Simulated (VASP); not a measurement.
# Se (Fd-3m) in VASP: a series of runs

The runs below take Se through single point, with BLYP.

All numbers are computed with VASP 6.6.1; they aren't measurements. Logs are shortened: lines on timing, memory, paths and dates and some standing lists are left out, and cuts for length are marked.

## 1. The cell of the first run

Symmetry: Fd-3m, No. 227, cubic system. Conventional cell: a = 6.493 Å, b = 6.493 Å, c = 6.493 Å, α = 90.00°, β = 90.00°, γ = 90.00°. Within 3.7 Å of Se (site symmetry -43m) lie 4 Se at 2.81 Å.

## 2. Single point, BLYP

Contents of INCAR:

```
SYSTEM = Se
PREC = Accurate ; ENCUT = 520
EDIFF = 1E-7 ; ISMEAR = -1
SIGMA = 0.1 ; LREAL = .False.
LASPH = .True. ; NELM = 100
ALGO = Normal ; ISIF = 2
LWAVE = .False. ; LCHARG = .False.
GGA = B5 ; ALDAX = 1.0
AGGAX = 1.0 ; AGGAC = 1.0
ALDAC = 0.0 ; NBANDS = 13
```

Contents of KPOINTS:

```
Automatic mesh
0
Gamma
  9 9 9
  0 0 0
```

Contents of POSCAR:

```
Se
1.0
    0.0000000000      3.2464690044      3.2464690044
    3.2464690044      0.0000000000      3.2464690044
    3.2464690044      3.2464690044      0.0000000000
Se
2
Direct
    0.1250000000      0.1250000000      0.1250000000
    0.8750000000      0.8750000000      0.8750000000
```

Potentials or basis: VASP PAW PBE potentials, release 64 (Se).

Started as:

```sh
cat potpaw_PBE.64/Se/POTCAR > POTCAR
mpirun -np 1 vasp_std > vasp.out
```

OUTCAR:

```text
SYSTEM = Se
   PREC = Accurate
   ENCUT = 520
   EDIFF = 1E-7
   ISMEAR = -1
   LREAL = .False.
   LASPH = .True.
   NELM = 100
   ISIF = 2
   GGA = B5

 ion  position               nearest neighbor table
   1  0.125  0.125  0.125-
   2  0.875  0.875  0.875-

  LATTYP: Found a face centered cubic cell.
 ALAT       =     6.4929380088

  Lattice vectors:

 A1 = (   0.0000000000,   3.2464690044,   3.2464690044)
 A2 = (   3.2464690044,   0.0000000000,   3.2464690044)
 A3 = (   3.2464690044,   3.2464690044,   0.0000000000)

Analysis of symmetry for initial positions (statically):
=====================================================================
 Subroutine PRICEL returns:
 Original cell was already a primitive cell.

 Routine SETGRP: Setting up the symmetry group for a
 face centered cubic supercell.

 Subroutine GETGRP returns: Found 48 space group operations
 (whereof 12 operations were pure point group operations)
 out of a pool of 48 trial point group operations.

The static configuration has the point symmetry D_3d.
 The point group associated with its full space group is O_h .

Analysis of symmetry for dynamics (positions and initial velocities):
=====================================================================
 Subroutine PRICEL returns:
 Original cell was already a primitive cell.

 Routine SETGRP: Setting up the symmetry group for a
 face centered cubic supercell.

 Subroutine GETGRP returns: Found 48 space group operations
 (whereof 12 operations were pure point group operations)
 out of a pool of 48 trial point group operations.

The dynamic configuration has the point symmetry D_3d.
 The point group associated with its full space group is O_h .

 Subroutine INISYM returns: Found 48 space group operations
 (whereof 12 operations are pure point group operations),
 and found     1 'primitive' translations

----------------------------------------------------------------------------------------

                                     Primitive cell

  volume of cell :      68.4327

  direct lattice vectors                    reciprocal lattice vectors
     0.000000000  3.246469004  3.246469004    -0.154013483  0.154013483  0.154013483
     3.246469004  0.000000000  3.246469004     0.154013483 -0.154013483  0.154013483
     3.246469004  3.246469004  0.000000000     0.154013483  0.154013483 -0.154013483

  length of vectors
     4.591200496  4.591200496  4.591200496     0.266759178  0.266759178  0.266759178

  position of ions in fractional coordinates (direct lattice)
     0.125000000  0.125000000  0.125000000
     0.875000000  0.875000000  0.875000000

  ion indices of the primitive-cell ions
   primitive index   ion index
                 1           1
                 2           2

----------------------------------------------------------------------------------------

 KPOINTS: Automatic mesh

Automatic generation of k-mesh.
 Grid dimensions read from file:
 generate k-points for:    9    9    9

 Generating k-lattice:

  Cartesian coordinates                     Fractional coordinates (reciprocal lattice)
    -0.017112609  0.017112609  0.017112609     0.111111111  0.000000000  0.000000000
     0.017112609 -0.017112609  0.017112609     0.000000000  0.111111111  0.000000000
     0.017112609  0.017112609 -0.017112609     0.000000000  0.000000000  0.111111111

  Length of vectors
     0.029639909  0.029639909  0.029639909

  Shift w.r.t. Gamma in fractional coordinates (k-lattice)
     0.000000000  0.000000000  0.000000000

 Subroutine IBZKPT returns following result:
 ===========================================

 Found     35 irreducible k-points:

 Following reciprocal coordinates:
            Coordinates               Weight
  0.000000  0.000000  0.000000      1.000000
  0.111111  0.000000  0.000000      8.000000
  0.222222  0.000000  0.000000      8.000000
  0.333333  0.000000  0.000000      8.000000
  0.444444  0.000000  0.000000      8.000000
  0.111111  0.111111  0.000000      6.000000
[... 16 lines left out ...]
 -0.333333  0.333333  0.000000     12.000000
  0.444444  0.444444  0.000000      6.000000
 [... further k-points ...]
   k-points           NKPTS =     35   k-points in BZ     NKDIM =     35   number of bands    NBANDS=     13
   number of dos      NEDOS =    301   number of ions     NIONS =      2
   total plane-waves  NPLWV =  46656
   dimension x,y,z NGX =    36 NGY =   36 NGZ =   36
   dimension x,y,z NGXF=    72 NGYF=   72 NGZF=   72
   ions per type =               2
   NGX,Y,Z   is equivalent  to a cutoff of  13.04, 13.04, 13.04 a.u.
   NGXF,Y,Z  is equivalent  to a cutoff of  26.07, 26.07, 26.07 a.u.
 SYSTEM =  Se
   PREC   = accura    normal or accurate (medium, high low for compatibility)
   ISTART =      0    job   : 0-new  1-cont  2-samecut
   ICHARG =      2    charge: 1-file 2-atom 10-const
   ISPIN  =      1    spin polarized calculation?
   LNONCOLLINEAR =      F non collinear calculations
   LSORBIT =      F    spin-orbit coupling
   LASPH  =      T    aspherical Exc in radial PAW
   ENCUT  =  520.0 eV  38.22 Ry    6.18 a.u.   8.54  8.54  8.54*2*pi/ulx,y,z
   NELM   =    100;   NELMIN=  2; NELMDL= -5     # of ELM steps
   EDIFF  = 0.1E-06   stopping-criterion for ELM
   LREAL  =      F    real-space projection
   EDIFFG = 0.1E-05   stopping-criterion for IOM
   NSW    =      0    number of steps for IOM
   IBRION =     -1    ionic relax: 0-MD 1-quasi-New 2-CG
   NFREE  =      0    steps in history (QN), initial steepest desc. (CG)
   ISIF   =      2    stress and relaxation
   ISYM   =      2    0-nonsym 1-usesym 2-fastsym
   POTIM  = 0.5000    time-step for ionic-motion
   TEBEG  =    0.0;   TEEND  =   0.0 temperature during run
   PSTRESS=    0.0 pullay stress
   NELECT =      12.0000    total number of electrons
   NUPDOWN=      -1.0000    fix difference up-down
   EMIN   =  10.00;   EMAX   =-10.00  energy-range for DOS
   EFERMI =   0.00;   METHOD = LEGACY
   ISMEAR =    -1;   SIGMA  =   0.10  broadening in eV -4-tet -1-fermi 0-gaus
   EFERMI_NEDOS =   21; number of points for ismear=-14 and -15
   IALGO  =     38    algorithm
   IMIX   =      4    mixing-type and parameters
     AMIX     =   0.40;   BMIX     =  1.00
     AMIX_MAG =   1.60;   BMIX_MAG =  1.00
  volume/ion in A,a.u.               =      34.22       230.90
  Fermi-wavevector in a.u.,A,eV,Ry     =   0.916320  1.731594 11.424036  0.839643
  Thomas-Fermi vector in A             =   2.041162
   LORBIT       =      0    0 simple, 1 ext, 2 COOP (PROOUT), +10 PAW based schemes
   GGA     = B5    functional components
   LHFCALC =     F    Hartree Fock is set to
   AEXX    =    0.0000 exact exchange contribution
   IVDW    =     0    specifies the selected vdW correction
   LEPSILON=     F    determine dielectric tensor
   LRPA    =     F    only Hartree local field effects (RPA)
 non-spin polarized calculation
  energy-cutoff  :      520.00
  volume of cell :       68.43
 maximum number of plane-waves:      1863
 NGX is ok and might be reduce to    36
   NGX = 17   NGY = 17   NGZ = 17

 number of electron      12.0000002 magnetization

 Free energy of the ion-electron system (eV)
  ---------------------------------------------------
  ext. energy  EPLUGINS =         0.00000000
  ---------------------------------------------------
  free energy    TOTEN  =        -5.15761804 eV

  energy without entropy =       -5.09883027  energy(sigma->0) =       -5.12822416

 E-fermi :   1.7145     XC(G=0):  -7.3718

 val. band max:        1.7013364092   @ k =  -0.3333   0.2222   0.0000
 cond. band min:       1.7273859967   @ k =  -0.1111   0.1111   0.0000
 fundamental gap:      0.0260495875
 Fermi energy:         1.7145268961

 k-point     1 :       0.0000    0.0000    0.0000
  band No.  band energies     occupation
      1     -13.0312      2.00000
      2      -8.7837      2.00000
      3      -1.3504      2.00000
      4      -1.3504      2.00000
      5      -1.3504      2.00000
      6       1.0856      1.99629
      7       1.0856      1.99629
      8       1.0856      1.99629
      9       6.2862      0.00000
     10       9.5917      0.00000
     11       9.5917      0.00000
     12      11.3498      0.00000
     13      11.3498      0.00000

 k-point     2 :       0.1111    0.0000    0.0000
  band No.  band energies     occupation
      1     -12.9607      2.00000
      2      -8.9353      2.00000
      3      -1.4484      2.00000
      4      -1.4484      2.00000
      5      -1.4183      2.00000
      6       1.2195      1.98594
      7       1.2294      1.98448
      8       1.2294      1.98448
      9       6.6431      0.00000
     10       9.2927      0.00000
     11       9.2927      0.00000
     12      11.0624      0.00000
     13      12.0139      0.00000

 k-point     3 :       0.2222    0.0000    0.0000
  band No.  band energies     occupation
      1     -12.7607      2.00000
      2      -9.3296      2.00000
      3      -1.6579      2.00000
      4      -1.6579      2.00000
      5      -1.6212      2.00000
      6       1.5475      1.68313
      7       1.5475      1.68313
      8       1.6774      1.18339
      9       7.4366      0.00000
     10       9.0239      0.00000
     11       9.0239      0.00000
     12      10.7037      0.00000
     13      13.2607      0.00000
[... 305 lines left out ...]
 k-point    23 :      -0.3333    0.3333    0.0000
  band No.  band energies     occupation
      1     -11.7533      2.00000
      2     -10.7833      2.00000
      3      -3.0598      2.00000
      4      -2.3290      2.00000
      5      -0.4209      2.00000
      6       1.4129      1.90659
      7       2.7951      0.00004
      8       3.0795      0.00000
      9       7.3694      0.00000
     10       9.0058      0.00000
     11       9.3578      0.00000
     12      12.3593      0.00000
     13      13.5254      0.00000

 k-point    24 :       0.4444    0.4444    0.0000
  band No.  band energies     occupation
      1     -11.6233      2.00000
      2     -10.9347      2.00000
      3      -2.6332      2.00000
      4      -2.6332      2.00000
      5      -0.1064      2.00000
      6       0.0238      2.00000
      7       3.4905      0.00000
      8       3.4905      0.00000
      9       7.6274      0.00000
     10       8.5068      0.00000
     11      11.6820      0.00000
     12      11.6820      0.00000
     13      12.1981      0.00000

 [... further k-points ...]
[... 5 lines left out ...]
  --------------------------------------------------------------------------------------
  -------------------------------------------------------------------------------------
  Total        0.0405900      0.0405900      0.0405900      0.0000000      0.0000000      0.0000000
  in kB        0.9503117      0.9503117      0.9503117      0.0000000      0.0000000      0.0000000
  external PRESSURE =       0.9503117 kB  Pullay stress =       0.0000000 kB

 VOLUME and BASIS-vectors are now :
 -----------------------------------------------------------------------------
  energy-cutoff  :      520.00
  volume of cell :       68.43
      direct lattice vectors                 reciprocal lattice vectors
     0.000000000  3.246469004  3.246469004    -0.154013483  0.154013483  0.154013483
     3.246469004  0.000000000  3.246469004     0.154013483 -0.154013483  0.154013483
     3.246469004  3.246469004  0.000000000     0.154013483  0.154013483 -0.154013483

 POSITION                                       TOTAL-FORCE (eV/Angst)
 -----------------------------------------------------------------------------------
      0.81162      0.81162      0.81162         0.000000     -0.000000      0.000000
      5.68132      5.68132      5.68132        -0.000000      0.000000     -0.000000
 -----------------------------------------------------------------------------------
    total drift:                               -0.000000     -0.000000     -0.000000

  FREE ENERGIE OF THE ION-ELECTRON SYSTEM (eV)
  ---------------------------------------------------
  free  energy   TOTEN  =        -5.1576180427 eV

  energy  without entropy=       -5.0988302734  energy(sigma->0) =       -5.12822416
```

Run time: 17 s. Hardware: 1 thread of Intel Xeon 6975P-C (Granite Rapids), shared host; peak memory 0.2 GiB.

What came out:

```yaml
Free_energy: -5.1576 eV
Pressure: 0.1 GPa
Band_gap_on_the_k_mesh: zero (band 6 reaches 2.02 eV, above the bottom of band 7 at 1.09 eV)
```

Caveat: the PAW data sets were made with another functional, which shifts forces and pressure a little.

## 3. Single point, BLYP (volume scaled by 0.88)

Contents of INCAR:

```
SYSTEM = Se
AGGAC = 1.0 ; AGGAX = 1.0
ALDAC = 0.0 ; ALDAX = 1.0
ALGO = Normal ; EDIFF = 1E-7
ENCUT = 520 ; GGA = B5
ISIF = 2 ; ISMEAR = -1
LASPH = .True. ; LCHARG = .False.
LREAL = .False. ; LWAVE = .False.
NBANDS = 13 ; NELM = 60
PREC = Accurate ; SIGMA = 0.1
```

Contents of KPOINTS:

```
k-points
0
Gamma
  10 10 10
  0 0 0
```

Contents of POSCAR:

```
Se
1.0
    0.0000000000      3.1110392106      3.1110392106
    3.1110392106      0.0000000000      3.1110392106
    3.1110392106      3.1110392106      0.0000000000
Se
2
Direct
    0.1250000000      0.1250000000      0.1250000000
    0.8750000000      0.8750000000      0.8750000000
```

Potentials or basis: VASP PAW PBE potentials, release 64 (Se).

Started as:

```sh
cat potpaw_PBE.64/Se/POTCAR > POTCAR
mpirun -np 1 vasp_std > vasp.out
```

Wall time 23 s (1 thread of Intel Xeon 6975P-C (Granite Rapids), shared host); peak memory 0.2 GiB.

The run converged. Its results:

| Quantity | Value |
| --- | --- |
| Free energy | -5.0261 eV |
| Pressure | 5.6 GPa |
| Band gap on the k mesh | zero (band 6 reaches 3.14 eV, above the bottom of band 7 at 2.03 eV) |

Levels at points of the mesh, in eV from the Fermi level:
```
           k point  band 4  band 5  band 6  band 7  band 8  band 9
(0.00, 0.00, 0.00)   -3.52   -3.52   -0.81   -0.81   -0.81    4.55
(0.50, 0.00, 0.00)   -4.26   -4.21    0.30    0.30    1.80    7.06
(0.50, 0.50, 0.00)   -5.06   -1.98   -1.98    2.27    2.27    6.38
```

Caveat: the PAW data sets were made with another functional, which shifts forces and pressure a little.

(Continued in part 2 of 2.)
